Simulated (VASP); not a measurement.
Input of a VASP 6.6.1 run:

File INCAR:

```
PREC = Accurate ; ENCUT = 520
EDIFF = 1E-7 ; ISMEAR = 0
SIGMA = 0.02 ; LREAL = False
LASPH = True ; NELM = 100
ALGO = Normal ; ISIF = 2
LWAVE = False ; LCHARG = False
GGA = PE ; NBANDS = 16
```

KPOINTS

```
regular mesh
0
Gamma
  14 14 14
```

File POSCAR:

```
GaN
1.0
    0.0000000000      2.1341311777      2.1341311777
    2.1341311777      0.0000000000      2.1341311777
    2.1341311777      2.1341311777      0.0000000000
Ga N
1 1
Direct
    0.0000000000      0.0000000000      0.0000000000
    0.5000000000      0.5000000000      0.5000000000
```

Potentials or basis: VASP PAW PBE potentials, release 64 (Ga_d, N).

Run with:

```sh
$ cat potpaw_PBE.64/Ga_d/POTCAR potpaw_PBE.64/N/POTCAR > POTCAR
$ mpirun -np 1 vasp_std > vasp.out
```

**Question.** Predict the band gap on the k mesh.

**Answer.** 0.41 eV, indirect (least direct gap 2.38 eV).

**Question.** Predict the pressure.

**Answer.** 0.8 GPa.

A k mesh can miss the band edges. A hybrid or GW would open this gap; PBE tends to underestimate it.
